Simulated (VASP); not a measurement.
# B31N32 (a cell with a defect) in VASP: single point with PBEsol

Aim: the single point of B31N32 (a cell with a defect) with PBEsol.

All numbers are computed with VASP 6.6.1; they aren't measurements. Logs are shortened: lines on timing, memory, paths and dates and some standing lists are left out, and cuts for length are marked.

### 1 The cell of the first run

The cell holds a defect, 63 atoms: a = 7.212 Å, b = 7.212 Å, c = 7.212 Å, α = 90.00°, β = 90.00°, γ = 90.00°.

### 2 Single point, PBEsol, collinear spin

Contents of INCAR:

```
SYSTEM = B31N32
PREC = Accurate
ENCUT = 520
EDIFF = 1E-6
ISMEAR = -1
SIGMA = 0.05
LREAL = Auto
LASPH = .True.
NELM = 200
ALGO = Normal
ISIF = 2
LWAVE = .False.
LCHARG = .False.
ISPIN = 2
MAGMOM = 0 0 0 0 0 0 0 0 0 0 0 0 0 0 0 0 0 0 0 0 0 0 0 0 0 0 0 0 0 0 0 0 0 0 0 0 0 0 0.25 0 0.25 0 0 0 0 0 0 0 0 0.25 0 0 0 0 0 0 0 0 0 0.25 0 0 0
LORBIT = 11
NUPDOWN = 1.0
GGA = PS
ISYM = 0
NBANDS = 168
GGA_COMPAT = .False.
```

Contents of KPOINTS:

```
Automatic mesh
0
Gamma
  1 1 1
  0.25 0.25 0.25
```

Contents of POSCAR:

```
B31N32
1.0
    7.2115910000      0.0000000000      0.0000000000
    0.0000000000      7.2115910000      0.0000000000
    0.0000000000      0.0000000000      7.2115910000
B N
31 32
Direct
    0.9998080000      0.0005350000      0.9999440000
    0.9998240000      0.0002370000      0.5010910000
    0.9998180000      0.5016870000      0.9996390000
    0.9996330000      0.5005670000      0.4999720000
    0.5001270000      0.0001310000      0.9995330000
    0.4995050000      0.0006350000      0.4999430000
    0.4995070000      0.5005470000      0.0000320000
    0.2497930000      0.2507630000      0.0001400000
    0.2513140000      0.2521830000      0.5000510000
    0.2496120000      0.7504390000      0.9999540000
    0.2517900000      0.7490410000      0.5010060000
    0.7497280000      0.2504320000      0.9992840000
    0.7482970000      0.2515510000      0.5009600000
    0.7496910000      0.7504280000      0.9998890000
    0.7475900000      0.7493400000      0.5003030000
    0.2497890000      0.0007450000      0.2501670000
    0.2496180000      0.0005410000      0.7498540000
    0.2513140000      0.5006500000      0.2515890000
    0.2517870000      0.5016060000      0.7484550000
    0.7497270000      0.9998790000      0.2498300000
    0.7496940000      0.0004820000      0.7498290000
    0.7482870000      0.5015710000      0.2509560000
    0.7476000000      0.5009070000      0.7487490000
    0.0004870000      0.2507030000      0.2501060000
    0.9994320000      0.2507520000      0.7495700000
    0.9994300000      0.7501640000      0.2501700000
    0.9996500000      0.7505370000      0.7499470000
    0.4991570000      0.2504970000      0.2498800000
    0.5005610000      0.2524900000      0.7487270000
    0.5005470000      0.7493320000      0.2518880000
    0.4994880000      0.7495510000      0.7489570000
    0.1251340000      0.1257530000      0.1251510000
    0.1241880000      0.1252410000      0.6253960000
    0.1241770000      0.6259810000      0.1246480000
    0.1250700000      0.6257900000      0.6251960000
    0.6257090000      0.1238380000      0.1232540000
    0.6249000000      0.1259250000      0.6250990000
    0.6248980000      0.6256920000      0.1253340000
    0.6334260000      0.6368960000      0.6363120000
    0.3751380000      0.3758130000      0.1251890000
    0.3656750000      0.3663020000      0.6355840000
    0.3742440000      0.8767960000      0.1243070000
    0.3749230000      0.8762180000      0.6253500000
    0.8763750000      0.3746370000      0.1237780000
    0.8743490000      0.3762260000      0.6248450000
    0.8751310000      0.8754780000      0.1250870000
    0.8756630000      0.8766540000      0.6254970000
    0.3751420000      0.1257780000      0.3752190000
    0.3742460000      0.1248990000      0.8762110000
    0.3656840000      0.6361700000      0.3657140000
    0.3749220000      0.6259460000      0.8756240000
    0.8763760000      0.1243690000      0.3740430000
    0.8751290000      0.1256810000      0.8748960000
    0.8743500000      0.6254370000      0.3756330000
    0.8756580000      0.6260830000      0.8760630000
    0.1252190000      0.3761350000      0.3755370000
    0.1240250000      0.3751510000      0.8760440000
    0.1240320000      0.8766330000      0.3745570000
    0.1248200000      0.8758370000      0.8752420000
    0.6370650000      0.3613860000      0.3608010000
    0.6249340000      0.3759200000      0.8754470000
    0.6249440000      0.8760460000      0.3753370000
    0.6253190000      0.8768870000      0.8763000000
```

Potentials or basis: VASP PAW PBE potentials, release 64 (B, N).

On the command line:

```console
$ cat potpaw_PBE.64/B/POTCAR potpaw_PBE.64/N/POTCAR > POTCAR
$ mpirun -np 1 vasp_std > vasp.out
```

OUTCAR:

```text
SYSTEM = B31N32
   PREC = Accurate
   ENCUT = 520
   EDIFF = 1E-6
   ISMEAR = -1
   LREAL = Auto
   LASPH = .True.
   NELM = 200
   ISIF = 2
   ISPIN = 2
   LORBIT = 11
   NUPDOWN = 1.0
   GGA = PS
   ISYM = 0

 ion  position               nearest neighbor table
   1  1.000  0.001  1.000-  59 1.56  53 1.56  46 1.56  32 1.56
   2  1.000  0.000  0.501-  47 1.55  33 1.56  58 1.56  52 1.56
   3  1.000  0.502  1.000-  55 1.55  34 1.56  57 1.56  44 1.56
   4  1.000  0.501  0.500-  56 1.56  54 1.56  45 1.56  35 1.57
   5  0.500  0.000  1.000-  63 1.55  36 1.55  49 1.56  42 1.56
   6  0.500  0.001  0.500-  48 1.56  43 1.56  62 1.56  37 1.56
[... 43 lines left out ...]
  50  0.366  0.636  0.366-  30 1.51  11 1.51  18 1.52
  51  0.375  0.626  0.876-  10 1.56   7 1.56  19 1.56  31 1.56
  52  0.876  0.124  0.374-  24 1.56   2 1.56  20 1.56  13 1.59
  53  0.875  0.126  0.875-  12 1.56  25 1.56   1 1.56  21 1.56
  54  0.874  0.625  0.376-   4 1.56  22 1.56  26 1.56  15 1.56
  55  0.876  0.626  0.876-   3 1.55  14 1.56  27 1.56  23 1.58
  56  0.125  0.376  0.376-   4 1.56  18 1.56   9 1.56  24 1.56
  57  0.124  0.375  0.876-   8 1.56   3 1.56  25 1.56  19 1.59
  58  0.124  0.877  0.375-  16 1.56   2 1.56  26 1.56  11 1.59
  59  0.125  0.876  0.875-   1 1.56  17 1.56  10 1.56  27 1.56
  60  0.637  0.361  0.361-  28 1.51  13 1.51  22 1.51
  61  0.625  0.376  0.875-  12 1.56  23 1.56  29 1.56   7 1.56
  62  0.625  0.876  0.375-  20 1.56  15 1.56  30 1.56   6 1.56
  63  0.625  0.877  0.876-   5 1.55  14 1.56  21 1.56  31 1.58

IMPORTANT INFORMATION: All symmetrisations will be switched off!
NOSYMM: (Re-)initialisation of all symmetry stuff for point group C_1.

----------------------------------------------------------------------------------------

                                     Primitive cell

  volume of cell :     375.0535

  direct lattice vectors                    reciprocal lattice vectors
     7.211591000  0.000000000  0.000000000     0.138665656  0.000000000  0.000000000
     0.000000000  7.211591000  0.000000000     0.000000000  0.138665656  0.000000000
     0.000000000  0.000000000  7.211591000     0.000000000  0.000000000  0.138665656

  length of vectors
     7.211591000  7.211591000  7.211591000     0.138665656  0.138665656  0.138665656

  position of ions in fractional coordinates (direct lattice)
     0.999808000  0.000535000  0.999944000
     0.999824000  0.000237000  0.501091000
     0.999818000  0.501687000  0.999639000
     0.999633000  0.500567000  0.499972000
     0.500127000  0.000131000  0.999533000
     0.499505000  0.000635000  0.499943000
[... 55 lines left out ...]
     0.624944000  0.876046000  0.375337000
[... 160 lines left out ...]
  ext. energy  EPLUGINS =         0.00000000
  ---------------------------------------------------
  free energy    TOTEN  =      -571.64781934 eV

  energy without entropy =     -571.56900414  energy(sigma->0) =     -571.60841174

 E-fermi :   7.7237     XC(G=0): -12.9654

 val. band max:        7.6093410190   @ k =  -0.2500   0.2500   0.2500
 cond. band min:       7.6266806035   @ k =   0.2500  -0.2500   0.2500
 fundamental gap:      0.0173395844
 Fermi energy:         7.6031241034

 spin component 1

 k-point     1 :       0.2500    0.2500    0.2500
  band No.  band energies     occupation
      1     -12.7515      1.00000
      2     -11.7984      1.00000
      3     -11.7931      1.00000
      4     -11.6395      1.00000
      5     -10.8468      1.00000
      6     -10.8442      1.00000
[... 553 lines left out ...]
    137      15.4657      0.00000
    138      15.5068      0.00000
 Fermi energy:         7.7236906660

 spin component 2

 k-point     1 :       0.2500    0.2500    0.2500
  band No.  band energies     occupation
      1     -12.7331      1.00000
      2     -11.7753      1.00000
      3     -11.7743      1.00000
      4     -11.6195      1.00000
      5     -10.8253      1.00000
      6     -10.8227      1.00000
[... 553 lines left out ...]
    137      15.4743      0.00000
    138      15.5223      0.00000
 [bands above 138 left out]

------------------------ aborting loop because EDIFF is reached ----------------------------------------

  FORCE on cell =-STRESS in cart. coord.  units (eV):
  Direction    XX          YY          ZZ          XY          YZ          ZX
  --------------------------------------------------------------------------------------
  -------------------------------------------------------------------------------------
  Total        3.2628435      4.0003949      4.0014244     -0.5574813      0.5010396     -0.6028684
  in kB       13.9384206     17.0891389     17.0935369     -2.3814839      2.1403726     -2.5753712
  external PRESSURE =      16.0403655 kB  Pullay stress =       0.0000000 kB

 VOLUME and BASIS-vectors are now :
 -----------------------------------------------------------------------------
  energy-cutoff  :      520.00
  volume of cell :      375.05
      direct lattice vectors                 reciprocal lattice vectors
     7.211591000  0.000000000  0.000000000     0.138665656  0.000000000  0.000000000
     0.000000000  7.211591000  0.000000000     0.000000000  0.138665656  0.000000000
     0.000000000  0.000000000  7.211591000     0.000000000  0.000000000  0.138665656

 POSITION                                       TOTAL-FORCE (eV/Angst)
 -----------------------------------------------------------------------------------
      7.21021      0.00386      7.21119         0.044960      0.056258      0.055809
      7.21032      0.00171      3.61366         0.057051      0.093899     -0.327589
      7.21028      3.61796      7.20899         0.057478     -0.339300      0.094813
      7.20894      3.60988      3.60559         0.036195      0.044718      0.047004
      3.60671      0.00094      7.20822        -0.119931      0.085823      0.085098
      3.60223      0.00458      3.60538         0.069791      0.081842      0.043725
[... 55 lines left out ...]
      4.50684      6.31769      2.70678        -0.024187     -0.012793     -0.024485
      4.50954      6.32375      6.31952         0.160924      0.014437      0.013112
 -----------------------------------------------------------------------------------
    total drift:                                0.001535     -0.010742     -0.002756

  FREE ENERGIE OF THE ION-ELECTRON SYSTEM (eV)
  ---------------------------------------------------
  free  energy   TOTEN  =      -571.6478193413 eV

  energy  without entropy=     -571.5690041362  energy(sigma->0) =     -571.60841174

 total charge

# of ion       s       p       d       tot
------------------------------------------
    1        0.678   1.371   0.000   2.049
    2        0.684   1.383   0.000   2.066
    3        0.684   1.383   0.000   2.066
    4        0.677   1.371   0.000   2.049
    5        0.685   1.388   0.000   2.073
    6        0.678   1.372   0.000   2.050
[... 55 lines left out ...]
   62        1.209   2.760   0.000   3.969
   63        1.214   2.745   0.000   3.959
--------------------------------------------------
tot         59.935 130.305   0.000 190.240

 magnetization (x)

# of ion       s       p       d       tot
------------------------------------------
    1       -0.000  -0.000   0.000  -0.000
    2        0.000   0.004   0.000   0.004
    3        0.000   0.004   0.000   0.004
    4       -0.000  -0.000   0.000  -0.000
    5        0.000   0.004   0.000   0.004
    6       -0.000  -0.000   0.000  -0.000
[... 55 lines left out ...]
   62        0.000   0.002   0.000   0.002
   63        0.000   0.009   0.000   0.009
--------------------------------------------------
tot          0.024   0.731   0.000   0.755
```

Run time: 35 min. Hardware: 1 thread of Intel Xeon Platinum 8488C (Sapphire Rapids), shared host; peak memory 0.72 GiB.

What came out:

- Free energy: -571.6478 eV
- Pressure: 1.6 GPa
- Largest force: 0.429 eV/Å
- Net moment: 1.00 μB per cell
- Site moments: B -0.00, +0.00, -0.01; N +0.00, +0.01, +0.02, +0.07, +0.15, +0.14, +0.21 μB
- Valence electrons inside the program's atomic spheres: B 2.05, 2.07, 2.06, 2.08; N 3.96, 3.97, 3.88, 3.95, 3.89

Forces on the atoms (eV/Å):
```
B    0.045  0.056  0.056
B    0.057  0.094 -0.328
B    0.057 -0.339  0.095
B    0.036  0.045  0.047
B   -0.120  0.086  0.085
B    0.070  0.082  0.044
B    0.069  0.040  0.084
B    0.075  0.082  0.014
B    0.301  0.277 -0.017
B    0.131  0.024  0.077
B    0.147 -0.110 -0.129
B    0.051  0.093  0.110
B   -0.090  0.171 -0.318
B   -0.036 -0.010  0.110
B   -0.153 -0.210 -0.043
B    0.078  0.015  0.081
B    0.130  0.081  0.023
B    0.303 -0.024  0.281
B    0.144 -0.139 -0.107
B    0.052  0.110  0.095
B   -0.037  0.111 -0.008
B   -0.085 -0.328  0.171
B   -0.158 -0.052 -0.211
B   -0.033  0.060  0.059
B    0.060  0.139  0.038
B    0.059  0.037  0.137
B    0.087 -0.037 -0.039
B    0.113  0.246  0.252
B   -0.086  0.148 -0.149
B   -0.080 -0.153  0.153
B   -0.113 -0.116 -0.115
N   -0.062 -0.057 -0.055
N   -0.167 -0.177  0.153
N   -0.165  0.162 -0.176
N   -0.119 -0.007 -0.008
N    0.019 -0.115 -0.117
N   -0.026 -0.136  0.022
N   -0.028  0.023 -0.137
N    0.393 -0.013 -0.020
N   -0.105 -0.054 -0.108
N   -0.239 -0.211  0.055
N   -0.051  0.014 -0.132
N   -0.038 -0.009  0.000
N    0.054  0.107 -0.147
N    0.020 -0.051  0.024
N   -0.035 -0.028 -0.078
N    0.074  0.037  0.207
N   -0.106 -0.106 -0.058
N   -0.047 -0.131  0.011
N   -0.238  0.060 -0.214
N   -0.038  0.001 -0.009
N    0.055 -0.146  0.103
N   -0.036 -0.079 -0.031
N    0.019  0.026 -0.052
N    0.075  0.212  0.037
N   -0.093 -0.068 -0.069
N   -0.123  0.009  0.006
N   -0.125  0.007  0.003
N   -0.077 -0.035 -0.033
N    0.018  0.307  0.299
N   -0.020 -0.019 -0.012
N   -0.024 -0.013 -0.024
N    0.161  0.014  0.013
```

Stress tensor (GPa, compression positive):
```
 1.39 -0.24 -0.26
-0.24  1.71  0.21
-0.26  0.21  1.71
```

Caveat: the k points lie up to 0.87 Å⁻¹ apart; the PAW data sets were made with another functional, which shifts forces and pressure a little; the total moment is fixed, so each spin has its own Fermi level.
